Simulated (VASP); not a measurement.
# BaS (Pm-3m) in VASP: settings compared

The runs below take BaS through single point, with PBE, r2SCAN.

Program: VASP 6.6.1. These are calculated values, not measurements. Logs are shortened: lines on timing, memory, paths and dates and some standing lists are left out, and cuts for length are marked.

### 1 The cell of the first run

Symmetry: Pm-3m, No. 221, cubic system. The conventional cell has a = 3.834 Å, b = 3.834 Å, c = 3.834 Å, α = 90.00°, β = 90.00°, γ = 90.00°. Within 4.4 Å of Ba (site symmetry m-3m) lie 8 S at 3.32 Å and 6 Ba at 3.83 Å. Within 4.4 Å of S (site symmetry m-3m) lie 8 Ba at 3.32 Å and 6 S at 3.83 Å.

### 2 Single point, PBE

The input, INCAR:

```
  PREC = Accurate
  ENCUT = 520
  EDIFF = 1E-7
  ISMEAR = 0
  SIGMA = 0.01
  LREAL = False
  LASPH = True
  NELM = 80
  ALGO = Normal
  ISIF = 2
  LWAVE = False
  LCHARG = True
  GGA = PE
  LELF = True
  LVHAR = True
  NBANDS = 15
```

The input, KPOINTS:

```
regular mesh
0
Gamma
  6 6 6
```

The input, POSCAR:

```
BaS
1.0
    3.8337582643      0.0000000000      0.0000000000
    0.0000000000      3.8337582643      0.0000000000
    0.0000000000      0.0000000000      3.8337582643
Ba S
1 1
Direct
    0.0000000000      0.0000000000      0.0000000000
    0.5000000000      0.5000000000      0.5000000000
```

Potentials or basis: VASP PAW PBE potentials, release 64 (Ba_sv, S).

Command:

```sh
cat potpaw_PBE.64/Ba_sv/POTCAR potpaw_PBE.64/S/POTCAR > POTCAR
mpirun -np 1 vasp_std > vasp.out
```

OUTCAR:

```text
PREC = Accurate
   ENCUT = 520
   EDIFF = 1E-7
   ISMEAR = 0
   LREAL = False
   LASPH = True
   NELM = 80
   ISIF = 2
   GGA = PE

 ion  position               nearest neighbor table
   1  0.000  0.000  0.000-   2 3.32   2 3.32   2 3.32   2 3.32   2 3.32   2 3.32   2 3.32   2 3.32

   2  0.500  0.500  0.500-   1 3.32   1 3.32   1 3.32   1 3.32   1 3.32   1 3.32   1 3.32   1 3.32

  LATTYP: Found a simple cubic cell.
 ALAT       =     3.8337582643

  Lattice vectors:

 A1 = (   3.8337582643,   0.0000000000,   0.0000000000)
 A2 = (   0.0000000000,   3.8337582643,   0.0000000000)
 A3 = (   0.0000000000,   0.0000000000,   3.8337582643)

Analysis of symmetry for initial positions (statically):
=====================================================================
 Subroutine PRICEL returns:
 Original cell was already a primitive cell.

 Routine SETGRP: Setting up the symmetry group for a
 simple cubic supercell.

 Subroutine GETGRP returns: Found 48 space group operations
 (whereof 48 operations were pure point group operations)
 out of a pool of 48 trial point group operations.

The static configuration has the point symmetry O_h .

Analysis of symmetry for dynamics (positions and initial velocities):
=====================================================================
 Subroutine PRICEL returns:
 Original cell was already a primitive cell.

 Routine SETGRP: Setting up the symmetry group for a
 simple cubic supercell.

 Subroutine GETGRP returns: Found 48 space group operations
 (whereof 48 operations were pure point group operations)
 out of a pool of 48 trial point group operations.

The dynamic configuration has the point symmetry O_h .

 Subroutine INISYM returns: Found 48 space group operations
 (whereof 48 operations are pure point group operations),
 and found     1 'primitive' translations

----------------------------------------------------------------------------------------

                                     Primitive cell

  volume of cell :      56.3474

  direct lattice vectors                    reciprocal lattice vectors
     3.833758264  0.000000000  0.000000000     0.260840651  0.000000000  0.000000000
     0.000000000  3.833758264  0.000000000     0.000000000  0.260840651  0.000000000
     0.000000000  0.000000000  3.833758264     0.000000000  0.000000000  0.260840651

  length of vectors
     3.833758264  3.833758264  3.833758264     0.260840651  0.260840651  0.260840651

  position of ions in fractional coordinates (direct lattice)
     0.000000000  0.000000000  0.000000000
[... 84 lines left out ...]
   NELECT =      16.0000    total number of electrons
   NUPDOWN=      -1.0000    fix difference up-down
   EMIN   =  10.00;   EMAX   =-10.00  energy-range for DOS
   EFERMI =   0.00;   METHOD = LEGACY
   ISMEAR =     0;   SIGMA  =   0.01  broadening in eV -4-tet -1-fermi 0-gaus
   EFERMI_NEDOS =   21; number of points for ismear=-14 and -15
   IALGO  =     38    algorithm
   IMIX   =      4    mixing-type and parameters
     AMIX     =   0.40;   BMIX     =  1.00
     AMIX_MAG =   1.60;   BMIX_MAG =  1.00
  volume/ion in A,a.u.               =      28.17       190.13
  Fermi-wavevector in a.u.,A,eV,Ry     =   1.076028  2.033397 15.753309  1.157836
  Thomas-Fermi vector in A             =   2.211901
   LORBIT       =      0    0 simple, 1 ext, 2 COOP (PROOUT), +10 PAW based schemes
   GGA     = PE    functional components
   LHFCALC =     F    Hartree Fock is set to
   AEXX    =    0.0000 exact exchange contribution
   IVDW    =     0    specifies the selected vdW correction
   LEPSILON=     F    determine dielectric tensor
   LRPA    =     F    only Hartree local field effects (RPA)
 non-spin polarized calculation
 Gauss-broadening in eV      SIGMA  =   0.01
  energy-cutoff  :      520.00
  volume of cell :       56.35
 maximum number of plane-waves:      1568
 NGX is ok and might be reduce to    30
   NGX = 15   NGY = 15   NGZ = 15

 number of electron      15.9999997 magnetization

 Free energy of the ion-electron system (eV)
  ---------------------------------------------------
  ext. energy  EPLUGINS =         0.00000000
  ---------------------------------------------------
  free energy    TOTEN  =        -9.74733629 eV

  energy without entropy =       -9.74733629  energy(sigma->0) =       -9.74733629

 E-fermi :   3.0768     XC(G=0):  -9.4050

 val. band max:        3.0334474777   @ k =   0.5000   0.5000   0.0000
 cond. band min:       4.4693260877   @ k =   0.0000   0.0000   0.0000
 fundamental gap:      1.4358786099
 Fermi energy:         3.0767566131

 k-point     1 :       0.0000    0.0000    0.0000
  band No.  band energies     occupation
      1     -24.1144      2.00000
      2      -8.9120      2.00000
      3      -8.9120      2.00000
      4      -8.9120      2.00000
      5      -8.0372      2.00000
      6       2.9236      2.00000
      7       2.9236      2.00000
      8       2.9236      2.00000
      9       4.4693      0.00000
     10       4.4693      0.00000
     11       6.8850      0.00000
     12       9.5825      0.00000
     13       9.5825      0.00000
     14       9.5825      0.00000
[... 329 lines left out ...]
      2      -9.5379      2.00000
      3      -9.5379      2.00000
      4      -9.5379      2.00000
      5      -7.2359      2.00000
      6       0.2528      2.00000
      7       0.2528      2.00000
      8       0.2528      2.00000
      9      10.3643      0.00000
     10      10.3643      0.00000
     11      10.3643      0.00000
     12      10.8169      0.00000
     13      10.8169      0.00000
     14      10.8169      0.00000
     15      12.1019      0.00000

------------------------ aborting loop because EDIFF is reached ----------------------------------------

  FORCE on cell =-STRESS in cart. coord.  units (eV):
  Direction    XX          YY          ZZ          XY          YZ          ZX
  --------------------------------------------------------------------------------------
  -------------------------------------------------------------------------------------
  Total        0.4259352      0.4259352      0.4259352      0.0000000      0.0000000      0.0000000
  in kB       12.1109996     12.1109996     12.1109996      0.0000000      0.0000000      0.0000000
  external PRESSURE =      12.1109996 kB  Pullay stress =       0.0000000 kB

 VOLUME and BASIS-vectors are now :
 -----------------------------------------------------------------------------
  energy-cutoff  :      520.00
  volume of cell :       56.35
      direct lattice vectors                 reciprocal lattice vectors
     3.833758264  0.000000000  0.000000000     0.260840651  0.000000000  0.000000000
     0.000000000  3.833758264  0.000000000     0.000000000  0.260840651  0.000000000
     0.000000000  0.000000000  3.833758264     0.000000000  0.000000000  0.260840651

 POSITION                                       TOTAL-FORCE (eV/Angst)
 -----------------------------------------------------------------------------------
      0.00000      0.00000      0.00000         0.000000      0.000000      0.000000
      1.91688      1.91688      1.91688         0.000000      0.000000      0.000000
 -----------------------------------------------------------------------------------
    total drift:                                0.000000     -0.000000     -0.000000

  FREE ENERGIE OF THE ION-ELECTRON SYSTEM (eV)
  ---------------------------------------------------
  free  energy   TOTEN  =        -9.7473362880 eV

  energy  without entropy=       -9.7473362880  energy(sigma->0) =       -9.74733629
```

OSZICAR:

```text
N       E                     dE             d eps       ncg     rms          rms(c)
DAV:   1     0.798528498742E+02    0.79853E+02   -0.69172E+03   600   0.937E+02
DAV:   2    -0.635267455834E+01   -0.86206E+02   -0.78059E+02   840   0.170E+02
DAV:   3    -0.101233660645E+02   -0.37707E+01   -0.37520E+01   822   0.374E+01
DAV:   4    -0.101773061634E+02   -0.53940E-01   -0.53925E-01   771   0.466E+00
DAV:   5    -0.101786492709E+02   -0.13431E-02   -0.13431E-02   792   0.622E-01    0.484E+00
DAV:   6    -0.975866054839E+01    0.41999E+00   -0.45828E-01   705   0.481E+00    0.351E+00
DAV:   7    -0.974324568309E+01    0.15415E-01   -0.17517E-01   761   0.263E+00    0.173E+00
DAV:   8    -0.974757327606E+01   -0.43276E-02   -0.33075E-02   656   0.113E+00    0.212E-01
DAV:   9    -0.974702968561E+01    0.54359E-03   -0.31926E-03   761   0.421E-01    0.105E-01
DAV:  10    -0.974723428333E+01   -0.20460E-03   -0.43076E-04   666   0.146E-01    0.428E-02
DAV:  11    -0.974733716231E+01   -0.10288E-03   -0.14798E-04   698   0.989E-02    0.274E-02
DAV:  12    -0.974733730299E+01   -0.14068E-06   -0.74017E-06   776   0.227E-02    0.162E-02
DAV:  13    -0.974733609350E+01    0.12095E-05   -0.15577E-06   720   0.952E-03    0.238E-03
DAV:  14    -0.974733630144E+01   -0.20794E-06   -0.18571E-07   712   0.255E-03    0.281E-03
DAV:  15    -0.974733628796E+01    0.13483E-07   -0.17371E-08   356   0.123E-03
   1 F= -.97473363E+01 E0= -.97473363E+01  d E =-.559903E-12
```

Run time: 9.6 s. Hardware: 1 thread of Intel Xeon 6975P-C (Granite Rapids), shared host; peak memory 0.17 GiB.

What came out:

| Property | Result |
| --- | --- |
| Free energy | -9.7473 eV |
| Pressure | 1.2 GPa |
| Band gap on the k mesh | 1.44 eV (least direct gap 1.55 eV) |

Caveat: the structure was generated, so it needn't be the stable form of BaS; spin-orbit coupling is left out, which moves the levels of the heavy elements.

(Continued in part 2 of 2.)
